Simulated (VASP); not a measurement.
# SrO (Immm) in VASP: notebook, part 3 of 3

VASP 6.6.1. Earlier steps stand in the parts before.

## 5. Single point, PBEsol (strain +0.0100 x Voigt [0, 0, 0, 0, 1, 0])

Input file INCAR:

```
SYSTEM = SrO
PREC     = Accurate       ! precision mode
ENCUT    = 520            ! plane-wave cutoff, eV
EDIFF    = 1E-6           ! SCF threshold, eV
ISMEAR   = 0              ! smearing method
SIGMA    = 0.05           ! smearing width, eV
LREAL    = .FALSE.        ! projectors in reciprocal space
LASPH    = .TRUE.         ! aspherical terms in the spheres
NELM     = 100            ! most SCF steps
ALGO     = Normal         ! electronic algorithm
ISIF     = 2              ! what is computed and relaxed
LWAVE    = .FALSE.        ! write WAVECAR
LCHARG   = .TRUE.         ! write CHGCAR
GGA      = PS             ! functional
LELF     = .TRUE.         ! ELF
LVHAR    = .TRUE.       
NBANDS   = 15             ! bands
```

Input file KPOINTS:

```
Automatic mesh
0
G
  8 8 8
  0 0 0
```

Input file POSCAR:

```
SrO
1.0
    0.0128490000      2.5698000000      2.5698000000
    2.5826490000      0.0000000000      2.5826490000
    2.5698000000      2.5698000000      0.0128490000
Sr O
1 1
Direct
    0.0000000000      0.0000000000      0.0000000000
    0.5000000000      0.5000000000      0.5000000000
```

Potentials or basis: VASP PAW PBE potentials, release 64 (Sr_sv, O).

On the command line:

```
cat potpaw_PBE.64/Sr_sv/POTCAR potpaw_PBE.64/O/POTCAR > POTCAR
mpirun -np 1 vasp_std > vasp.out
```

OUTCAR:

```text
SYSTEM = SrO
   PREC = Accurate
   ENCUT = 520
   EDIFF = 1E-6
   ISMEAR = 0
   LREAL = .FALSE.
   LASPH = .TRUE.
   NELM = 100
   ISIF = 2
   GGA = PS

 ion  position               nearest neighbor table
   1  0.000  0.000  0.000-   2 2.57   2 2.57   2 2.57   2 2.57   2 2.57   2 2.57
   2  0.500  0.500  0.500-   1 2.57   1 2.57   1 2.57   1 2.57   1 2.57   1 2.57

  LATTYP: Found a body centered orthorhombic cell.
 ALAT       =     3.6160747825
 B/A-ratio  =     1.0100502513
 C/A-ratio  =     1.4213201632

  Lattice vectors:

 A1 = (   0.0128490000,  -2.5698000000,   2.5698000000)
 A2 = (  -0.0128490000,  -2.5698000000,  -2.5698000000)
 A3 = (   2.5698000000,   2.5698000000,   0.0128490000)

Analysis of symmetry for initial positions (statically):
=====================================================================
 Subroutine PRICEL returns:
 Original cell was already a primitive cell.

 Routine SETGRP: Setting up the symmetry group for a
 body centered orthorhombic supercell.

 Subroutine GETGRP returns: Found  8 space group operations
 (whereof  8 operations were pure point group operations)
 out of a pool of  8 trial point group operations.

[... 178 lines left out ...]
      8       1.5065      2.00000
      9       5.3272      0.00000
     10       7.5969      0.00000
     11       7.6598      0.00000
     12       7.7243      0.00000
     13       9.8593      0.00000
     14       9.8594      0.00000
[... 401 lines left out ...]
      2     -14.3726      2.00000
      3     -12.6795      2.00000
      4     -12.6300      2.00000
      5     -11.9378      2.00000
      6       0.2090      2.00000
      7       1.0839      2.00000
      8       1.1953      2.00000
      9       5.7060      0.00000
     10       8.3066      0.00000
     11      10.6276      0.00000
     12      10.7868      0.00000
     13      11.4870      0.00000
     14      12.4241      0.00000
     15      17.3881      0.00000

 [... further k-points ...]

------------------------ aborting loop because EDIFF is reached ----------------------------------------

  FORCE on cell =-STRESS in cart. coord.  units (eV):
  Direction    XX          YY          ZZ          XY          YZ          ZX
  --------------------------------------------------------------------------------------
  -------------------------------------------------------------------------------------
  Total       -0.0658615     -0.0673164     -0.0658615      0.0000000      0.0000000     -0.1161698
  in kB       -3.1090324     -3.1777100     -3.1090324      0.0000000      0.0000000     -5.4838649
  external PRESSURE =      -3.1319249 kB  Pullay stress =       0.0000000 kB

 VOLUME and BASIS-vectors are now :
 -----------------------------------------------------------------------------
  energy-cutoff  :      520.00
  volume of cell :       33.94
      direct lattice vectors                 reciprocal lattice vectors
     0.012849000  2.569800000  2.569800000    -0.195545398  0.194567671  0.195545398
     2.582649000  0.000000000  2.582649000     0.193599672 -0.194567671  0.193599672
     2.569800000  2.569800000  0.012849000     0.195545398  0.194567671 -0.195545398

 POSITION                                       TOTAL-FORCE (eV/Angst)
 -----------------------------------------------------------------------------------
      0.00000      0.00000      0.00000        -0.000000     -0.000000     -0.000000
      2.58265      2.56980      2.58265         0.000000      0.000000      0.000000
 -----------------------------------------------------------------------------------
    total drift:                                0.000000      0.000000      0.000000

  FREE ENERGIE OF THE ION-ELECTRON SYSTEM (eV)
  ---------------------------------------------------
  free  energy   TOTEN  =       -12.6391332096 eV

  energy  without entropy=      -12.6391332096  energy(sigma->0) =      -12.63913321
```

OSZICAR:

```text
N       E                     dE             d eps       ncg     rms          rms(c)
DAV:   1     0.676155546713E+02    0.67616E+02   -0.84078E+03  2850   0.104E+03
DAV:   2    -0.114295464500E+02   -0.79045E+02   -0.71920E+02  3856   0.218E+02
DAV:   3    -0.145458176880E+02   -0.31163E+01   -0.30986E+01  3651   0.395E+01
DAV:   4    -0.146127186468E+02   -0.66901E-01   -0.66896E-01  3500   0.562E+00
DAV:   5    -0.146145662859E+02   -0.18476E-02   -0.18476E-02  3673   0.750E-01    0.171E+01
DAV:   6    -0.128122625227E+02    0.18023E+01   -0.57186E+00  2920   0.183E+01    0.199E+01
DAV:   7    -0.126651120265E+02    0.14715E+00   -0.29162E-01  3452   0.473E+00    0.117E+01
DAV:   8    -0.126380831711E+02    0.27029E-01   -0.12326E-01  3753   0.341E+00    0.404E-01
DAV:   9    -0.126389523305E+02   -0.86916E-03   -0.59951E-03  3633   0.472E-01    0.230E-01
DAV:  10    -0.126390465016E+02   -0.94171E-04   -0.26749E-04  3298   0.165E-01    0.882E-02
DAV:  11    -0.126391242771E+02   -0.77776E-04   -0.90388E-05  3306   0.746E-02    0.250E-02
DAV:  12    -0.126391332166E+02   -0.89395E-05   -0.11966E-05  3172   0.295E-02    0.111E-02
DAV:  13    -0.126391332096E+02    0.69122E-08   -0.13766E-06  3026   0.921E-03
   1 F= -.12639133E+02 E0= -.12639133E+02  d E =-.902345E-11
```

stdout:

```text
POSCAR found type information on POSCAR SrO
 POSCAR found :  2 types and       2 ions
 scaLAPACK will be used
 -----------------------------------------------------------------------------
|                                                                             |
|                                                                             |
|     You enforced a specific xc type in the INCAR file but a different       |
|     I HOPE YOU KNOW WHAT YOU ARE DOING!                                     |
|                                                                             |
 -----------------------------------------------------------------------------

 LDA part: xc-table for (Slater+PW92), standard interpolation
 POSCAR, INCAR and KPOINTS ok, starting setup
 FFT: planning ... GRIDC
 FFT: planning ... GRID_SOFT
 FFT: planning ... GRID
 WAVECAR not read
 entering main loop
```

It took 40 s on 1 thread of Intel Xeon Platinum 8259CL at 2.50GHz (Skylake/Cascade Lake), shared host; peak memory 0.19 GiB.

What came out:

```yaml
Free_energy: -12.6391 eV
Pressure: -0.3 GPa
Band_gap_on_the_k_mesh: 3.14 eV, indirect (least direct gap 3.23 eV)
```

Caveat: the cell differs from its parent crystal (strain +0.0100 x Voigt [0, 0, 0, 0, 1, 0]); the PAW data sets were made with another functional, which shifts forces and pressure a little. A k mesh can miss the band edges.

## 6. The runs side by side

```tsv
cell	gap on the mesh (eV)	pressure (GPa)
a = 3.635, b = 3.562 Å, angles 60.7, 61.3, 60.7°, 2 atoms	3.10	-0.3
a = 3.634, b = 3.689 Å, angles 59.5, 59.0, 59.5°, 2 atoms	3.12	-0.3
a = 3.634, b = 3.598 Å, angles 60.3, 60.7, 60.3°, 2 atoms	3.13	-0.3
a = 3.634, b = 3.652 Å, angles 59.8, 59.7, 59.8°, 2 atoms	3.14	-0.3
```

Alike in all rows: task single point; level PBEsol; potentials or basis VASP PAW PBE potentials, release 64 (Sr_sv, O); no spin polarisation; k mesh 8 × 8 × 8; cutoff (eV) 520; smearing gaussian 0.05 eV.

Caveats: the PAW data sets were made with another functional, which shifts forces and pressure a little.

Absolute energies hang on the potentials; compare differences alone.
